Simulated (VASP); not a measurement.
# C (Pm-3m) in VASP: a series of runs, part 2 of 2

VASP 6.6.1. The steps go on from the part before.

## Step 3: Density of states, PBE (volume scaled by 0.92)

Input file POSCAR:

```
C
1.0
    1.7275377319      0.0000000000      0.0000000000
    0.0000000000      1.7275377319      0.0000000000
    0.0000000000      0.0000000000      1.7275377319
C
1
Direct
    0.0000000000      0.0000000000      0.0000000000
```

Input file INCAR.step1:

```
SYSTEM = C
ALGO     = Normal         ! electronic algorithm
EDIFF    = 1E-6           ! SCF threshold, eV
ENCUT    = 520            ! plane-wave cutoff, eV
GGA      = PE             ! functional
ISIF     = 2              ! what is computed and relaxed
ISMEAR   = -1             ! smearing method
LASPH    = .TRUE.         ! aspherical terms in the spheres
LCHARG   = .TRUE.         ! write CHGCAR
LREAL    = .FALSE.        ! projectors in reciprocal space
LWAVE    = .FALSE.        ! write WAVECAR
NBANDS   = 8              ! bands
NELM     = 100            ! most SCF steps
PREC     = Accurate       ! precision mode
SIGMA    = 0.08           ! smearing width, eV
```

Input file KPOINTS.step1:

```
k-points
0
G
  20 20 20
  0 0 0
```

Input file INCAR.step2:

```
SYSTEM = C
ALGO     = Normal         ! electronic algorithm
EDIFF    = 1E-6           ! SCF threshold, eV
ENCUT    = 520            ! plane-wave cutoff, eV
GGA      = PE             ! functional
ICHARG   = 11             ! starting density
ISIF     = 2              ! what is computed and relaxed
ISMEAR   = -5             ! smearing method
LASPH    = .TRUE.         ! aspherical terms in the spheres
LCHARG   = .FALSE.        ! write CHGCAR
LORBIT   = 11             ! projections on sites
LREAL    = .FALSE.        ! projectors in reciprocal space
LWAVE    = .FALSE.        ! write WAVECAR
NEDOS    = 1001           ! points of the DOS
NELM     = 100            ! most SCF steps
PREC     = Accurate       ! precision mode
SIGMA    = 0.08           ! smearing width, eV
```

Input file KPOINTS.step2:

```
k-points
0
G
  30 30 30
  0 0 0
```

Potentials or basis: VASP PAW PBE potentials, release 64 (C).

On the command line:

```
> cat potpaw_PBE.64/C/POTCAR > POTCAR
> cp INCAR.step1 INCAR
> cp KPOINTS.step1 KPOINTS
> mpirun -np 1 vasp_std > vasp.out
> cp INCAR.step2 INCAR
> cp KPOINTS.step2 KPOINTS
> mpirun -np 1 vasp_std > vasp.out
```

OUTCAR:

```text
SYSTEM = C
   EDIFF = 1E-6
   ENCUT = 520
   GGA = PE
   ICHARG = 11
   ISIF = 2
   ISMEAR = -5
   LASPH = .TRUE.
   LORBIT = 11
   LREAL = .FALSE.
   NELM = 100
   PREC = Accurate

 ion  position               nearest neighbor table
   1  0.000  0.000  0.000-

  LATTYP: Found a simple cubic cell.
 ALAT       =     1.7275377319

  Lattice vectors:

 A1 = (   1.7275377319,   0.0000000000,   0.0000000000)
 A2 = (   0.0000000000,   1.7275377319,   0.0000000000)
 A3 = (   0.0000000000,   0.0000000000,   1.7275377319)

Analysis of symmetry for initial positions (statically):
=====================================================================
 Subroutine PRICEL returns:
 Original cell was already a primitive cell.

 Routine SETGRP: Setting up the symmetry group for a
 simple cubic supercell.

 Subroutine GETGRP returns: Found 48 space group operations
 (whereof 48 operations were pure point group operations)
 out of a pool of 48 trial point group operations.

The static configuration has the point symmetry O_h .

Analysis of symmetry for dynamics (positions and initial velocities):
=====================================================================
 Subroutine PRICEL returns:
 Original cell was already a primitive cell.

 Routine SETGRP: Setting up the symmetry group for a
 simple cubic supercell.

 Subroutine GETGRP returns: Found 48 space group operations
 (whereof 48 operations were pure point group operations)
 out of a pool of 48 trial point group operations.

The dynamic configuration has the point symmetry O_h .

 Subroutine INISYM returns: Found 48 space group operations
 (whereof 48 operations are pure point group operations),
 and found     1 'primitive' translations

----------------------------------------------------------------------------------------

                                     Primitive cell

  volume of cell :       5.1556

  direct lattice vectors                    reciprocal lattice vectors
     1.727537732  0.000000000  0.000000000     0.578858558  0.000000000  0.000000000
     0.000000000  1.727537732  0.000000000     0.000000000  0.578858558  0.000000000
     0.000000000  0.000000000  1.727537732     0.000000000  0.000000000  0.578858558

  length of vectors
     1.727537732  1.727537732  1.727537732     0.578858558  0.578858558  0.578858558

  position of ions in fractional coordinates (direct lattice)
     0.000000000  0.000000000  0.000000000

  ion indices of the primitive-cell ions
   primitive index   ion index
                 1           1

----------------------------------------------------------------------------------------

 KPOINTS: k-points

Automatic generation of k-mesh.
 Grid dimensions read from file:
 generate k-points for:   30   30   30

 Generating k-lattice:

  Cartesian coordinates                     Fractional coordinates (reciprocal lattice)
     0.019295285  0.000000000  0.000000000     0.033333333  0.000000000  0.000000000
     0.000000000  0.019295285  0.000000000     0.000000000  0.033333333  0.000000000
     0.000000000  0.000000000  0.019295285     0.000000000  0.000000000  0.033333333

  Length of vectors
     0.019295285  0.019295285  0.019295285

  Shift w.r.t. Gamma in fractional coordinates (k-lattice)
     0.000000000  0.000000000  0.000000000

 TETIRR: Found  13472 inequivalent tetrahedra from   162000

 Subroutine IBZKPT returns following result:
 ===========================================

 Found    816 irreducible k-points:

 Following reciprocal coordinates:
            Coordinates               Weight
  0.000000  0.000000  0.000000      1.000000
  0.033333  0.000000  0.000000      6.000000
  0.066667  0.000000  0.000000      6.000000
  0.100000  0.000000  0.000000      6.000000
  0.133333  0.000000  0.000000      6.000000
  0.166667  0.000000  0.000000      6.000000
[... 16 lines left out ...]
  0.233333  0.033333  0.000000     24.000000
  0.266667  0.033333  0.000000     24.000000
 [... further k-points ...]
   k-points           NKPTS =    816   k-points in BZ     NKDIM =    816   number of bands    NBANDS=      6
   number of dos      NEDOS =   1001   number of ions     NIONS =      1
   total plane-waves  NPLWV =   2744
   dimension x,y,z NGX =    14 NGY =   14 NGZ =   14
   dimension x,y,z NGXF=    28 NGYF=   28 NGZF=   28
   ions per type =               1
   NGX,Y,Z   is equivalent  to a cutoff of  13.47, 13.47, 13.47 a.u.
   NGXF,Y,Z  is equivalent  to a cutoff of  26.95, 26.95, 26.95 a.u.
 SYSTEM =  C
   PREC   = accura    normal or accurate (medium, high low for compatibility)
   ISTART =      0    job   : 0-new  1-cont  2-samecut
   ICHARG =     11    charge: 1-file 2-atom 10-const
   ISPIN  =      1    spin polarized calculation?
   LNONCOLLINEAR =      F non collinear calculations
   LSORBIT =      F    spin-orbit coupling
   LASPH  =      T    aspherical Exc in radial PAW
   ENCUT  =  520.0 eV  38.22 Ry    6.18 a.u.   3.21  3.21  3.21*2*pi/ulx,y,z
   NELM   =    100;   NELMIN=  2; NELMDL=  0     # of ELM steps
   EDIFF  = 0.1E-05   stopping-criterion for ELM
   LREAL  =      F    real-space projection
   EDIFFG = 0.1E-04   stopping-criterion for IOM
   NSW    =      0    number of steps for IOM
   IBRION =     -1    ionic relax: 0-MD 1-quasi-New 2-CG
   NFREE  =      0    steps in history (QN), initial steepest desc. (CG)
   ISIF   =      2    stress and relaxation
   ISYM   =      2    0-nonsym 1-usesym 2-fastsym
   POTIM  = 0.5000    time-step for ionic-motion
   TEBEG  =    0.0;   TEEND  =   0.0 temperature during run
   PSTRESS=    0.0 pullay stress
   NELECT =       4.0000    total number of electrons
   NUPDOWN=      -1.0000    fix difference up-down
   EMIN   =  10.00;   EMAX   =-10.00  energy-range for DOS
   EFERMI =   0.00;   METHOD = LEGACY
   ISMEAR =    -5;   SIGMA  =   0.08  broadening in eV -4-tet -1-fermi 0-gaus
   EFERMI_NEDOS =   21; number of points for ismear=-14 and -15
   IALGO  =     38    algorithm
   IMIX   =      4    mixing-type and parameters
     AMIX     =   0.40;   BMIX     =  1.00
     AMIX_MAG =   1.60;   BMIX_MAG =  1.00
  volume/ion in A,a.u.               =       5.16        34.79
  Fermi-wavevector in a.u.,A,eV,Ry     =   1.504298  2.842712 30.788804  2.262913
  Thomas-Fermi vector in A             =   2.615296
   LORBIT       =     11    0 simple, 1 ext, 2 COOP (PROOUT), +10 PAW based schemes
   GGA     = PE    functional components
   LHFCALC =     F    Hartree Fock is set to
   AEXX    =    0.0000 exact exchange contribution
   IVDW    =     0    specifies the selected vdW correction
   LEPSILON=     F    determine dielectric tensor
   LRPA    =     F    only Hartree local field effects (RPA)
 non-spin polarized calculation
 Fermi weights with tetrahedron method with Bloechl corrections
  energy-cutoff  :      520.00
  volume of cell :        5.16
 maximum number of plane-waves:       150
 NGX is ok and might be reduce to    14

 number of electron       4.0000001 magnetization

 Free energy of the ion-electron system (eV)
  ---------------------------------------------------
  ext. energy  EPLUGINS =         0.00000000
  ---------------------------------------------------
  free energy    TOTEN  =        -6.42957753 eV

  energy without entropy =       -6.42957753  energy(sigma->0) =       -6.42957753

 E-fermi :  12.2189     XC(G=0): -14.2253

 val. band max:       12.3059713179   @ k =   0.2667   0.2667   0.2333
 cond. band min:      12.1321920294   @ k =   0.3000   0.3000   0.3000
 fundamental gap:     -0.1737792885
 Fermi energy:        12.2189139533

 k-point     1 :       0.0000    0.0000    0.0000
  band No.  band energies     occupation
      1     -11.2052      2.00000
      2      22.1170      0.00000
      3      22.1170      0.00000
      4      22.1170      0.00000
      5      38.4467      0.00000
      6      38.4467      0.00000

 k-point     2 :       0.0333    0.0000    0.0000
  band No.  band energies     occupation
      1     -11.1594      2.00000
      2      21.7468      0.00000
      3      22.1490      0.00000
      4      22.1490      0.00000
      5      38.4985      0.00000
      6      38.8521      0.00000
[... 181 lines left out ...]
 k-point    23 :       0.2333    0.0333    0.0000
  band No.  band energies     occupation
      1      -8.9214      2.00000
      2      12.0705      1.30112
      3      23.2485      0.00000
      4      23.5726      0.00000
      5      41.2172      0.00000
      6      44.0949      0.00000

 k-point    24 :       0.2667    0.0333    0.0000
  band No.  band energies     occupation
      1      -8.2385      2.00000
      2      10.2272      2.00000
      3      23.6301      0.00000
      4      23.9444      0.00000
      5      41.9419      0.00000
      6      43.9007      0.00000

 [... further k-points ...]
[... 5 lines left out ...]
  --------------------------------------------------------------------------------------
  -------------------------------------------------------------------------------------
  Total        0.9954001      0.9954001      0.9954001      0.0000000      0.0000000     -0.0000000
  in kB      309.3325668    309.3325668    309.3325668      0.0000000      0.0000000     -0.0000000
  external PRESSURE =     309.3325668 kB  Pullay stress =       0.0000000 kB

 VOLUME and BASIS-vectors are now :
 -----------------------------------------------------------------------------
  energy-cutoff  :      520.00
  volume of cell :        5.16
      direct lattice vectors                 reciprocal lattice vectors
     1.727537732  0.000000000  0.000000000     0.578858558  0.000000000  0.000000000
     0.000000000  1.727537732  0.000000000     0.000000000  0.578858558  0.000000000
     0.000000000  0.000000000  1.727537732     0.000000000  0.000000000  0.578858558

 POSITION                                       TOTAL-FORCE (eV/Angst)
 -----------------------------------------------------------------------------------
      0.00000      0.00000      0.00000         0.000000      0.000000      0.000000
 -----------------------------------------------------------------------------------
    total drift:                                0.000000     -0.000000     -0.000000

  FREE ENERGIE OF THE ION-ELECTRON SYSTEM (eV)
  ---------------------------------------------------
  free  energy   TOTEN  =        -6.4295775274 eV

  energy  without entropy=       -6.4295775274  energy(sigma->0) =       -6.42957753

 total charge

# of ion       s       p       d       tot
------------------------------------------
    1        0.869   1.504   0.000   2.373
```

Wall time 18 s (1 thread of Intel Xeon 6975P-C (Granite Rapids), shared host); peak memory 0.14 GiB.

What came out:

| Property | Result |
| --- | --- |
| Valence electrons inside the program's atomic spheres | C 2.37 |

Levels at points of the mesh, in eV from the Fermi level:
```csv
k point,band 1,band 2,band 3,band 4,band 5
"(0.00, 0.00, 0.00)",-23.42,9.90,9.90,9.90,26.23
"(0.50, 0.00, 0.00)",-13.28,-13.21,13.54,13.54,31.02
"(0.50, 0.50, 0.00)",-6.65,-6.65,-2.41,7.87,16.49
"(0.50, 0.50, 0.50)",-1.17,-1.17,-1.17,10.17,17.69
```

Caveat: the cell differs from its parent crystal (volume scaled by 0.92); tetrahedron occupations give inexact forces and stress in metals.

## Step 4: Density of states, PBE

This run uses another cell than the first one, of 5.60 Å³/atom, 2.222 times its volume.

Input file POSCAR:

```
C
1.0
    1.7762261763      0.0000000000      0.0000000000
    0.0000000000      1.7762261763      0.0000000000
    0.0000000000      0.0000000000      1.7762261763
C
1
Direct
    0.0000000000      0.0000000000      0.0000000000
```

Input file INCAR.step1:

```
PREC = Accurate ; ENCUT = 520
EDIFF = 1E-6 ; ISMEAR = -1
SIGMA = 0.08 ; LREAL = F
LASPH = T ; NELM = 80
ALGO = Normal ; ISIF = 2
LWAVE = F ; LCHARG = T
GGA = PE ; NBANDS = 8
```

Input file KPOINTS.step1:

```
regular mesh
0
Gamma
  20 20 20
```

Input file INCAR.step2:

```
PREC = Accurate ; ENCUT = 520
EDIFF = 1E-6 ; ISMEAR = -5
SIGMA = 0.08 ; LREAL = F
LASPH = T ; NELM = 80
ALGO = Normal ; ISIF = 2
LWAVE = F ; LCHARG = F
GGA = PE ; LORBIT = 11
NEDOS = 2001 ; ICHARG = 11
```

Input file KPOINTS.step2:

```
regular mesh
0
Gamma
  30 30 30
```

On the command line:

```
> cat potpaw_PBE.64/C/POTCAR > POTCAR
> cp INCAR.step1 INCAR
> cp KPOINTS.step1 KPOINTS
> mpirun -np 1 vasp_std > vasp.out
> cp INCAR.step2 INCAR
> cp KPOINTS.step2 KPOINTS
> mpirun -np 1 vasp_std > vasp.out
```

Wall time 19 s (1 thread of Intel Xeon 6975P-C (Granite Rapids), shared host); peak memory 0.14 GiB.

Results (log left out):

| Property | Result |
| --- | --- |
| Valence electrons inside the program's atomic spheres | C 2.30 |

Levels at points of the mesh, in eV from the Fermi level:
| k point | band 1 | band 2 | band 3 | band 4 | band 5 | band 6 |
| --- | --- | --- | --- | --- | --- | --- |
| (0.00, 0.00, 0.00) | -22.05 | 9.29 | 9.29 | 9.29 | 25.45 | 25.45 |
| (0.50, 0.00, 0.00) | -12.66 | -12.12 | 12.58 | 12.58 | 29.58 | 33.25 |
| (0.50, 0.50, 0.00) | -6.01 | -6.01 | -2.82 | 8.20 | 15.24 | 41.50 |
| (0.50, 0.50, 0.50) | -0.98 | -0.98 | -0.98 | 8.41 | 17.45 | 17.45 |

Caveat: tetrahedron occupations give inexact forces and stress in metals.

## Step 5: Density of states, PBE

This run uses another cell than the first one, of 5.60 Å³/atom, 2.222 times its volume.

POSCAR is that of step 4.

Input file INCAR.step1:

```
SYSTEM = C
ALGO = Normal
EDIFF = 1E-6
ENCUT = 520
GGA = PE
ISIF = 2
ISMEAR = -1
LASPH = .True.
LCHARG = .True.
LREAL = .False.
LWAVE = .False.
NBANDS = 8
NELM = 100
PREC = Accurate
SIGMA = 0.08
```

Input file KPOINTS.step1:

```
k-points
0
Gamma
  20 20 20
  0 0 0
```

Input file INCAR.step2:

```
SYSTEM = C
ALGO = Normal
EDIFF = 1E-6
ENCUT = 520
GGA = PE
ICHARG = 11
ISIF = 2
ISMEAR = -5
LASPH = .True.
LCHARG = .False.
LORBIT = 10
LREAL = .False.
LWAVE = .False.
NEDOS = 1001
NELM = 100
PREC = Accurate
SIGMA = 0.08
```

Input file KPOINTS.step2:

```
k-points
0
Gamma
  30 30 30
  0 0 0
```

On the command line:

```
> cat potpaw_PBE.64/C/POTCAR > POTCAR
> cp INCAR.step1 INCAR
> cp KPOINTS.step1 KPOINTS
> mpirun -np 1 vasp_std > vasp.out
> cp INCAR.step2 INCAR
> cp KPOINTS.step2 KPOINTS
> mpirun -np 1 vasp_std > vasp.out
```

It took 20 s on 1 thread of Intel Xeon 6975P-C (Granite Rapids), shared host; peak memory 0.13 GiB.

It converged, with:

```yaml
Valence_electrons_inside_the_program's_atomic_spheres: C 2.30
```

Levels at points of the mesh, in eV from the Fermi level:
```tsv
k point	band 1	band 2	band 3	band 4	band 5
(0.00, 0.00, 0.00)	-22.05	9.29	9.29	9.29	25.45
(0.50, 0.00, 0.00)	-12.66	-12.12	12.58	12.58	29.58
(0.50, 0.50, 0.00)	-6.01	-6.01	-2.82	8.20	15.24
(0.50, 0.50, 0.50)	-0.98	-0.98	-0.98	8.41	17.45
```

Caveat: tetrahedron occupations give inexact forces and stress in metals.
